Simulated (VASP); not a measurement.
# Si7Ge (P1) in VASP: single point with PBEsol

Aim: the single point of Si7Ge with PBEsol.

All numbers are computed with VASP 6.6.1; they aren't measurements. Logs are shortened: lines on timing, memory, paths and dates and some standing lists are left out, and cuts for length are marked.

## 1. The cell of the first run

The typed cell holds 8 atoms: a = 5.328 Å, b = 5.366 Å, c = 5.461 Å, α = 87.40°, β = 89.08°, γ = 86.68°.

## 2. Single point, PBEsol (atoms moved at random and the cell strained at random)

File INCAR:

```
SYSTEM = Si7Ge
  PREC = Accurate
  ENCUT = 520
  EDIFF = 1E-7
  ISMEAR = 0
  SIGMA = 0.03
  LREAL = .False.
  LASPH = .True.
  NELM = 80
  ALGO = Normal
  ISIF = 2
  LWAVE = .False.
  LCHARG = .False.
  GGA = PS
  NBANDS = 31
```

File KPOINTS:

```
Automatic mesh
0
Gamma
  6 6 6
  0 0 0
```

File POSCAR:

```
Si7Ge
1.0
    5.3256005646      0.1544052058      0.0414799572
    0.1544052058      5.3627948584      0.1223422189
    0.0414799572      0.1223422189      5.4592063426
Si Ge
7 1
Direct
    0.2441185564      0.2558182692      0.2519720926
    0.0004465519      0.4943275481      0.4985219565
    0.5022081422      0.5055221472      0.0020348183
    0.5080295791     -0.0013294413      0.4942106822
    0.7548797887      0.2521499382      0.7518956328
    0.7369030388      0.7467994345      0.2484993336
    0.2583085828      0.7520113727      0.7524634883
   -0.0048942399     -0.0052992687      0.0004019956
```

Potentials or basis: VASP PAW PBE potentials, release 64 (Si, Ge_d).

Command:

```bash
> cat potpaw_PBE.64/Si/POTCAR potpaw_PBE.64/Ge_d/POTCAR > POTCAR
> mpirun -np 1 vasp_std > vasp.out
```

OUTCAR:

```text
SYSTEM = Si7Ge
   PREC = Accurate
   ENCUT = 520
   EDIFF = 1E-7
   ISMEAR = 0
   LREAL = .False.
   LASPH = .True.
   NELM = 80
   ISIF = 2
   GGA = PS

 ion  position               nearest neighbor table
   1  0.244  0.256  0.252-   2 2.25   4 2.30   3 2.35   8 2.46
   2  0.000  0.494  0.499-   1 2.25   5 2.30   6 2.31   7 2.49
   3  0.502  0.506  0.002-   7 2.23   5 2.33   6 2.33   1 2.35
   4  0.508  0.999  0.494-   6 2.24   1 2.30   7 2.34   5 2.45
   5  0.755  0.252  0.752-   8 2.25   2 2.30   3 2.33   4 2.45
   6  0.737  0.747  0.248-   4 2.24   2 2.31   3 2.33   8 2.34
   7  0.258  0.752  0.752-   3 2.23   8 2.32   4 2.34   2 2.49
   8  0.995  0.995  0.000-   5 2.25   7 2.32   6 2.34   1 2.46

  LATTYP: Found a triclinic cell.
 ALAT       =     5.3664119558
 B/A-ratio  =     1.3939398564
 C/A-ratio  =     1.8058064441
 COS(alpha) =     0.0023165710
 COS(beta)  =     0.6111839055
 COS(gamma) =     0.6842499075

  Lattice vectors:

 A1 = (  -0.1544052058,  -5.3627948584,  -0.1223422189)
 A2 = (  -0.1129252486,  -5.2404526395,   5.3368641237)
 A3 = (  -5.5214857276,  -5.6395422831,  -5.6230285187)

Analysis of symmetry for initial positions (statically):
=====================================================================
 Subroutine PRICEL returns:
 Original cell was already a primitive cell.

 Routine SETGRP: Setting up the symmetry group for a
 triclinic supercell.

 Subroutine GETGRP returns: Found  1 space group operations
 (whereof  1 operations were pure point group operations)
 out of a pool of  2 trial point group operations.

The static configuration has the point symmetry C_1 .

Analysis of symmetry for dynamics (positions and initial velocities):
=====================================================================
 Subroutine PRICEL returns:
 Original cell was already a primitive cell.

 Routine SETGRP: Setting up the symmetry group for a
 triclinic supercell.

 Subroutine GETGRP returns: Found  1 space group operations
 (whereof  1 operations were pure point group operations)
 out of a pool of  2 trial point group operations.

The dynamic configuration has the point symmetry C_1 .

 Subroutine INISYM returns: Found  1 space group operations
 (whereof  1 operations are pure point group operations),
 and found     1 'primitive' translations
[... 108 lines left out ...]
   LREAL  =      F    real-space projection
   EDIFFG = 0.1E-05   stopping-criterion for IOM
   NSW    =      0    number of steps for IOM
   IBRION =     -1    ionic relax: 0-MD 1-quasi-New 2-CG
   NFREE  =      0    steps in history (QN), initial steepest desc. (CG)
   ISIF   =      2    stress and relaxation
   ISYM   =      2    0-nonsym 1-usesym 2-fastsym
   POTIM  = 0.5000    time-step for ionic-motion
   TEBEG  =    0.0;   TEEND  =   0.0 temperature during run
   PSTRESS=    0.0 pullay stress
   NELECT =      42.0000    total number of electrons
   NUPDOWN=      -1.0000    fix difference up-down
   EMIN   =  10.00;   EMAX   =-10.00  energy-range for DOS
   EFERMI =   0.00;   METHOD = LEGACY
   ISMEAR =     0;   SIGMA  =   0.03  broadening in eV -4-tet -1-fermi 0-gaus
   EFERMI_NEDOS =   21; number of points for ismear=-14 and -15
   IALGO  =     38    algorithm
   IMIX   =      4    mixing-type and parameters
     AMIX     =   0.40;   BMIX     =  1.00
     AMIX_MAG =   1.60;   BMIX_MAG =  1.00
  volume/ion in A,a.u.               =      19.46       131.34
  Fermi-wavevector in a.u.,A,eV,Ry     =   1.057784  1.998922 15.223650  1.118907
  Thomas-Fermi vector in A             =   2.193069
   LORBIT       =      0    0 simple, 1 ext, 2 COOP (PROOUT), +10 PAW based schemes
   GGA     = PS    functional components
   LHFCALC =     F    Hartree Fock is set to
   AEXX    =    0.0000 exact exchange contribution
   IVDW    =     0    specifies the selected vdW correction
   LEPSILON=     F    determine dielectric tensor
   LRPA    =     F    only Hartree local field effects (RPA)
 non-spin polarized calculation
 Gauss-broadening in eV      SIGMA  =   0.03
  energy-cutoff  :      520.00
  volume of cell :      155.70
 maximum number of plane-waves:      4222
   NGX = 19   NGY = 19   NGZ = 21

 number of electron      42.0000020 magnetization

 Free energy of the ion-electron system (eV)
  ---------------------------------------------------
  ext. energy  EPLUGINS =         0.00000000
  ---------------------------------------------------
  free energy    TOTEN  =       -44.56160911 eV

  energy without entropy =      -44.56155369  energy(sigma->0) =      -44.56158140

 E-fermi :   6.2109     XC(G=0):  -9.8135

 val. band max:        6.1801293915   @ k =   0.0000   0.0000   0.0000
 cond. band min:       6.2418174754   @ k =   0.0000   0.0000   0.0000
 fundamental gap:      0.0616880840
 Fermi energy:         6.2108708555

 k-point     1 :       0.0000    0.0000    0.0000
  band No.  band energies     occupation
      1     -18.0894      2.00000
      2     -18.0786      2.00000
      3     -18.0758      2.00000
      4     -18.0486      2.00000
      5     -18.0480      2.00000
      6      -6.3440      2.00000
[... 805 lines left out ...]
     30      10.7714      0.00000
     31      10.8747      0.00000

 [... further k-points ...]

------------------------ aborting loop because EDIFF is reached ----------------------------------------

  FORCE on cell =-STRESS in cart. coord.  units (eV):
  Direction    XX          YY          ZZ          XY          YZ          ZX
  --------------------------------------------------------------------------------------
  -------------------------------------------------------------------------------------
  Total        5.8672043      5.6096124      3.9273472     -6.8010897     -3.7894448     -1.8981236
  in kB       60.3752349     57.7245393     40.4135426    -69.9851872    -38.9944864    -19.5322427
  external PRESSURE =      52.8377722 kB  Pullay stress =       0.0000000 kB

 VOLUME and BASIS-vectors are now :
 -----------------------------------------------------------------------------
  energy-cutoff  :      520.00
  volume of cell :      155.70
      direct lattice vectors                 reciprocal lattice vectors
     5.325600565  0.154405206  0.041479957     0.187938453 -0.005381285 -0.001307392
     0.154405206  5.362794858  0.122342219    -0.005381285  0.186719398 -0.004143542
     0.041479957  0.122342219  5.459206343    -0.001307392 -0.004143542  0.183279601

 POSITION                                       TOTAL-FORCE (eV/Angst)
 -----------------------------------------------------------------------------------
      1.35003      1.44042      1.41699         0.318191     -0.599608     -0.825811
      0.09938      2.71204      2.78203         0.205282      1.034213      0.867069
      2.75270      2.78880      0.09379         0.161734     -0.734078      0.437345
      2.88026      5.49457      2.84125        -0.304085      0.779282      1.088634
      4.09031      1.56077      4.16691        -1.066417      0.121889     -0.925458
      4.05007      4.14912      1.47854         0.521633     -0.510359     -0.223379
      1.52297      4.16482      4.21057        -0.665196     -0.152523     -1.338082
      5.45314      5.48807      0.16517         0.828858      0.061186      0.919682
 -----------------------------------------------------------------------------------
    total drift:                               -0.000336     -0.000821     -0.000099

  FREE ENERGIE OF THE ION-ELECTRON SYSTEM (eV)
  ---------------------------------------------------
  free  energy   TOTEN  =       -44.5616091078 eV

  energy  without entropy=      -44.5615536873  energy(sigma->0) =      -44.56158140
```

stdout:

```text
POSCAR found type information on POSCAR SiGe
 POSCAR found :  2 types and       8 ions
 scaLAPACK will be used
 -----------------------------------------------------------------------------
|                                                                             |
|                                                                             |
|     You enforced a specific xc type in the INCAR file but a different       |
|     I HOPE YOU KNOW WHAT YOU ARE DOING!                                     |
|                                                                             |
 -----------------------------------------------------------------------------

 LDA part: xc-table for (Slater+PW92), standard interpolation
 POSCAR, INCAR and KPOINTS ok, starting setup
 FFT: planning ... GRIDC
 FFT: planning ... GRID_SOFT
 FFT: planning ... GRID
 WAVECAR not read
 entering main loop
```

It took 3.9 min on 1 thread of Intel Xeon 6975P-C (Granite Rapids), shared host; peak memory 0.54 GiB.

What came out:

| Quantity | Value |
| --- | --- |
| Free energy | -44.5616 eV |
| Pressure | 5.3 GPa |
| Largest force | 1.502 eV/Å |
| Band gap on the k mesh | 0.06 eV, direct |

Forces in eV/Å, atoms in the order of the input:
```
Si   0.318 -0.600 -0.826
Si   0.205  1.034  0.867
Si   0.162 -0.734  0.437
Si  -0.304  0.779  1.089
Si  -1.066  0.122 -0.925
Si   0.522 -0.510 -0.223
Si  -0.665 -0.153 -1.338
Ge   0.829  0.061  0.920
```

Caveat: the cell differs from its parent crystal (atoms moved at random and the cell strained at random); the PAW data sets were made with another functional, which shifts forces and pressure a little. A k mesh can miss the band edges.
